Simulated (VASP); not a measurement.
# TiSe2 (P-3m1) in VASP: single point with PBE+D3(BJ)

Aim: the single point of TiSe2 with PBE+D3(BJ).

Program: VASP 6.6.1. These are calculated values, not measurements. Logs are shortened: lines on timing, memory, paths and dates and some standing lists are left out, and cuts for length are marked.

## Step 1: The cell of the first run

It takes space group P-3m1 (No. 164, trigonal). Conventional cell: a = 3.536 Å, b = 3.536 Å, c = 6.004 Å, α = 90.00°, β = 90.00°, γ = 120.00°. Ti (site symmetry -3m) has 6 Se at 2.55 Å within 3.4 Å. Within 3.4 Å of Se (site symmetry 3m) lie 3 Ti at 2.55 Å.

## Step 2: Single point, PBE+D3(BJ)

The input, INCAR:

```
SYSTEM = TiSe2
ALGO     = Normal         ! electronic algorithm
EDIFF    = 1E-6           ! SCF threshold, eV
ENCUT    = 500            ! plane-wave cutoff, eV
GGA      = PE             ! functional
GGA_COMPAT= .FALSE.      
ISIF     = 2              ! what is computed and relaxed
ISMEAR   = 0              ! smearing method
IVDW     = 12             ! dispersion correction
LASPH    = .TRUE.         ! aspherical terms in the spheres
LCHARG   = .FALSE.        ! write CHGCAR
LREAL    = .FALSE.        ! projectors in reciprocal space
LWAVE    = .FALSE.        ! write WAVECAR
NBANDS   = 19             ! bands
NELM     = 120            ! most SCF steps
PREC     = Accurate       ! precision mode
SIGMA    = 0.01           ! smearing width, eV
```

The input, KPOINTS:

```
k-points
0
G
  3 3 2
  0 0 0
```

The input, POSCAR:

```
TiSe2
1.0
    3.5360000000      0.0000000000      0.0000000000
   -1.7680000000      3.0622658278      0.0000000000
    0.0000000000      0.0000000000      6.0040000000
Ti Se
1 2
Direct
    0.0000000000      0.0000000000      0.0000000000
    0.3333333333      0.6666666667      0.2552000000
    0.6666666667      0.3333333333      0.7448000000
```

Potentials or basis: VASP PAW PBE potentials, release 64 (Ti_sv, Se).

Run with:

```bash
cat potpaw_PBE.64/Ti_sv/POTCAR potpaw_PBE.64/Se/POTCAR > POTCAR
mpirun -np 1 vasp_std > vasp.out
```

OUTCAR:

```text
SYSTEM = TiSe2
   EDIFF = 1E-6
   ENCUT = 500
   GGA = PE
   ISIF = 2
   ISMEAR = 0
   IVDW = 12
   LASPH = .TRUE.
   LREAL = .FALSE.
   NELM = 120
   PREC = Accurate
 IVDW          = 12

 ion  position               nearest neighbor table
   1  0.000  0.000  0.000-   2 2.55   3 2.55   3 2.55   2 2.55   3 2.55   2 2.55
   2  0.333  0.667  0.255-   1 2.55   1 2.55   1 2.55
   3  0.667  0.333  0.745-   1 2.55   1 2.55   1 2.55

  LATTYP: Found a hexagonal cell.
 ALAT       =     3.5360000000
 C/A-ratio  =     1.6979638009

  Lattice vectors:

 A1 = (   3.5360000000,   0.0000000000,   0.0000000000)
 A2 = (  -1.7680000000,   3.0622658278,   0.0000000000)
 A3 = (   0.0000000000,   0.0000000000,   6.0040000000)

Analysis of symmetry for initial positions (statically):
=====================================================================
 Subroutine PRICEL returns:
 Original cell was already a primitive cell.

 Routine SETGRP: Setting up the symmetry group for a
 hexagonal supercell.

 Subroutine GETGRP returns: Found 12 space group operations
 (whereof 12 operations were pure point group operations)
 out of a pool of 24 trial point group operations.

The static configuration has the point symmetry D_3d.

Analysis of symmetry for dynamics (positions and initial velocities):
=====================================================================
 Subroutine PRICEL returns:
 Original cell was already a primitive cell.

 Routine SETGRP: Setting up the symmetry group for a
 hexagonal supercell.

 Subroutine GETGRP returns: Found 12 space group operations
 (whereof 12 operations were pure point group operations)
 out of a pool of 24 trial point group operations.

The dynamic configuration has the point symmetry D_3d.

 Subroutine INISYM returns: Found 12 space group operations
 (whereof 12 operations are pure point group operations),
 and found     1 'primitive' translations

----------------------------------------------------------------------------------------

                                     Primitive cell

  volume of cell :      65.0123

  direct lattice vectors                    reciprocal lattice vectors
     3.536000000  0.000000000  0.000000000     0.282805430  0.163277791  0.000000000
    -1.768000000  3.062265828  0.000000000     0.000000000  0.326555582  0.000000000
     0.000000000  0.000000000  6.004000000     0.000000000  0.000000000  0.166555630

  length of vectors
     3.536000000  3.536000000  6.004000000     0.326555582  0.326555582  0.166555630

  position of ions in fractional coordinates (direct lattice)
     0.000000000  0.000000000  0.000000000
     0.333333333  0.666666667  0.255200000
     0.666666667  0.333333333  0.744800000

  ion indices of the primitive-cell ions
   primitive index   ion index
                 1           1
                 2           2
                 3           3

----------------------------------------------------------------------------------------

 KPOINTS: k-points

Automatic generation of k-mesh.
 Grid dimensions read from file:
 generate k-points for:    3    3    2

 Generating k-lattice:

  Cartesian coordinates                     Fractional coordinates (reciprocal lattice)
     0.094268477  0.054425930  0.000000000     0.333333333  0.000000000  0.000000000
     0.000000000  0.108851861  0.000000000     0.000000000  0.333333333  0.000000000
     0.000000000  0.000000000  0.083277815     0.000000000  0.000000000  0.500000000

  Length of vectors
     0.108851861  0.108851861  0.083277815

  Shift w.r.t. Gamma in fractional coordinates (k-lattice)
     0.000000000  0.000000000  0.000000000

 Subroutine IBZKPT returns following result:
 ===========================================

 Found      6 irreducible k-points:

 Following reciprocal coordinates:
            Coordinates               Weight
  0.000000  0.000000  0.000000      1.000000
  0.333333 -0.000000  0.000000      6.000000
  0.333333  0.333333  0.000000      2.000000
  0.000000  0.000000  0.500000      1.000000
  0.333333 -0.000000  0.500000      6.000000
  0.333333  0.333333  0.500000      2.000000
   k-points           NKPTS =      6   k-points in BZ     NKDIM =      6   number of bands    NBANDS=     19
   number of dos      NEDOS =    301   number of ions     NIONS =      3
   total plane-waves  NPLWV =  37632
   dimension x,y,z NGX =    28 NGY =   28 NGZ =   48
   dimension x,y,z NGXF=    56 NGYF=   56 NGZF=   96
   ions per type =               1   2
   NGX,Y,Z   is equivalent  to a cutoff of  13.16, 13.16, 13.29 a.u.
   NGXF,Y,Z  is equivalent  to a cutoff of  26.33, 26.33, 26.58 a.u.
 SYSTEM =  TiSe2
   PREC   = accura    normal or accurate (medium, high low for compatibility)
   ISTART =      0    job   : 0-new  1-cont  2-samecut
   ICHARG =      2    charge: 1-file 2-atom 10-const
   ISPIN  =      1    spin polarized calculation?
   LNONCOLLINEAR =      F non collinear calculations
   LSORBIT =      F    spin-orbit coupling
   LASPH  =      T    aspherical Exc in radial PAW
   ENCUT  =  500.0 eV  36.75 Ry    6.06 a.u.   6.45  6.45 10.95*2*pi/ulx,y,z
   NELM   =    120;   NELMIN=  2; NELMDL= -5     # of ELM steps
   EDIFF  = 0.1E-05   stopping-criterion for ELM
   LREAL  =      F    real-space projection
   EDIFFG = 0.1E-04   stopping-criterion for IOM
   NSW    =      0    number of steps for IOM
   IBRION =     -1    ionic relax: 0-MD 1-quasi-New 2-CG
   NFREE  =      0    steps in history (QN), initial steepest desc. (CG)
   ISIF   =      2    stress and relaxation
   ISYM   =      2    0-nonsym 1-usesym 2-fastsym
   POTIM  = 0.5000    time-step for ionic-motion
   TEBEG  =    0.0;   TEEND  =   0.0 temperature during run
   PSTRESS=    0.0 pullay stress
   NELECT =      24.0000    total number of electrons
   NUPDOWN=      -1.0000    fix difference up-down
   EMIN   =  10.00;   EMAX   =-10.00  energy-range for DOS
   EFERMI =   0.00;   METHOD = LEGACY
   ISMEAR =     0;   SIGMA  =   0.01  broadening in eV -4-tet -1-fermi 0-gaus
   EFERMI_NEDOS =   21; number of points for ismear=-14 and -15
   IALGO  =     38    algorithm
   IMIX   =      4    mixing-type and parameters
     AMIX     =   0.40;   BMIX     =  1.00
     AMIX_MAG =   1.60;   BMIX_MAG =  1.00
  volume/ion in A,a.u.               =      21.67       146.24
  Fermi-wavevector in a.u.,A,eV,Ry     =   1.174393  2.219280 18.765127  1.379198
  Thomas-Fermi vector in A             =   2.310790
   LORBIT       =      0    0 simple, 1 ext, 2 COOP (PROOUT), +10 PAW based schemes
   GGA     = PE    functional components
   LHFCALC =     F    Hartree Fock is set to
   AEXX    =    0.0000 exact exchange contribution
   IVDW    =    12    specifies the selected vdW correction
   LEPSILON=     F    determine dielectric tensor
   LRPA    =     F    only Hartree local field effects (RPA)
 non-spin polarized calculation
 Gauss-broadening in eV      SIGMA  =   0.01
  energy-cutoff  :      500.00
  volume of cell :       65.01
 maximum number of plane-waves:      1662
 NGX is ok and might be reduce to    28
   NGX = 13   NGY = 13   NGZ = 21

 number of electron      24.0000001 magnetization

 Free energy of the ion-electron system (eV)
  ---------------------------------------------------
  ext. energy  EPLUGINS =         0.00000000
  ---------------------------------------------------
  free energy    TOTEN  =       -17.82605696 eV

  energy without entropy =      -17.82396239  energy(sigma->0) =      -17.82500968

 E-fermi :   5.0092     XC(G=0):  -9.9956

 val. band max:        5.0067862415   @ k =   0.3333  -0.0000   0.5000
 cond. band min:       5.0181001179   @ k =   0.0000   0.0000   0.5000
 fundamental gap:      0.0113138764
 Fermi energy:         5.0092269480

 k-point     1 :       0.0000    0.0000    0.0000
  band No.  band energies     occupation
      1     -52.6231      2.00000
      2     -28.9144      2.00000
      3     -28.8225      2.00000
      4     -28.8225      2.00000
      5      -9.1730      2.00000
      6      -7.7550      2.00000
[... 11 lines left out ...]
     18      10.4484      0.00000
     19      10.6318      0.00000

 k-point     2 :       0.3333   -0.0000    0.0000
  band No.  band energies     occupation
      1     -52.6174      2.00000
      2     -28.9003      2.00000
      3     -28.8890      2.00000
      4     -28.8377      2.00000
      5      -8.1719      2.00000
      6      -7.4808      2.00000
[... 11 lines left out ...]
     18      11.5059      0.00000
     19      11.9532      0.00000

 k-point     3 :       0.3333    0.3333    0.0000
  band No.  band energies     occupation
      1     -52.6146      2.00000
      2     -28.8925      2.00000
      3     -28.8842      2.00000
      4     -28.8842      2.00000
      5      -7.4198      2.00000
      6      -7.4198      2.00000
[... 11 lines left out ...]
     18      10.5692      0.00000
     19      14.0023      0.00000

 k-point     4 :       0.0000    0.0000    0.5000
  band No.  band energies     occupation
      1     -52.6231      2.00000
      2     -28.9144      2.00000
      3     -28.8225      2.00000
      4     -28.8225      2.00000
      5      -8.7763      2.00000
      6      -8.3266      2.00000
[... 11 lines left out ...]
     18      10.9182      0.00000
     19      12.3485      0.00000

 k-point     5 :       0.3333   -0.0000    0.5000
  band No.  band energies     occupation
      1     -52.6174      2.00000
      2     -28.9004      2.00000
      3     -28.8890      2.00000
      4     -28.8377      2.00000
      5      -7.9217      2.00000
      6      -7.7644      2.00000
[... 11 lines left out ...]
     18      10.8992      0.00000
     19      11.3746      0.00000

 k-point     6 :       0.3333    0.3333    0.5000
  band No.  band energies     occupation
      1     -52.6146      2.00000
      2     -28.8926      2.00000
      3     -28.8842      2.00000
      4     -28.8842      2.00000
      5      -7.4163      2.00000
      6      -7.4163      2.00000
[... 11 lines left out ...]
     18      11.8296      0.00000
     19      11.8296      0.00000

------------------------ aborting loop because EDIFF is reached ----------------------------------------

 Edisp (eV)   -1.27747

 E8    (eV) :    -0.5543

  FORCE on cell =-STRESS in cart. coord.  units (eV):
  Direction    XX          YY          ZZ          XY          YZ          ZX
  --------------------------------------------------------------------------------------
  -------------------------------------------------------------------------------------
  Total      -0.93403    -0.93403     0.56643    -0.00000     0.00000    -0.00000
  in kB     -23.01853   -23.01853    13.95931    -0.00000     0.00000    -0.00000
  external pressure =      -10.69 kB  Pullay stress =        0.00 kB

 VOLUME and BASIS-vectors are now :
 -----------------------------------------------------------------------------
  energy-cutoff  :      500.00
  volume of cell :       65.01
      direct lattice vectors                 reciprocal lattice vectors
     3.536000000  0.000000000  0.000000000     0.282805430  0.163277791  0.000000000
    -1.768000000  3.062265828  0.000000000     0.000000000  0.326555582  0.000000000
     0.000000000  0.000000000  6.004000000     0.000000000  0.000000000  0.166555630

 POSITION                                       TOTAL-FORCE (eV/Angst)
 -----------------------------------------------------------------------------------
      0.00000      0.00000      0.00000        -0.000000      0.000000      0.000000
     -0.00000      2.04151      1.53222         0.000000      0.000000      0.107637
      1.76800      1.02076      4.47178        -0.000000     -0.000000     -0.107637
 -----------------------------------------------------------------------------------
    total drift:                                0.000000     -0.000000     -0.000000

  FREE ENERGIE OF THE ION-ELECTRON SYSTEM (eV)
  ---------------------------------------------------
  free  energy   TOTEN  =       -19.1035234582 eV

  energy  without entropy=      -19.1014288874  energy(sigma->0) =      -19.10247617
```

Run time: 12 s. Hardware: 1 thread of AMD EPYC 7R13 (Zen 3), shared host; peak memory 0.16 GiB.

What came out:

```
Free energy                : -19.1035 eV
Pressure                   : -1.1 GPa
Largest force              : 0.108 eV/Å
Band gap on the k mesh     : zero (bands 12 and 13 overlap by 0.23 eV)
Dispersion energy per atom : -0.426 eV
```

Forces in eV/Å, atoms in the order of the input:
```
Ti   0.000  0.000  0.000
Se   0.000  0.000  0.108
Se   0.000  0.000 -0.108
```

Stress tensor (GPa, compression positive):
```
-2.30  0.00  0.00
 0.00 -2.30  0.00
 0.00  0.00  1.40
```

Caveat: the k points lie up to 0.68 Å⁻¹ apart.
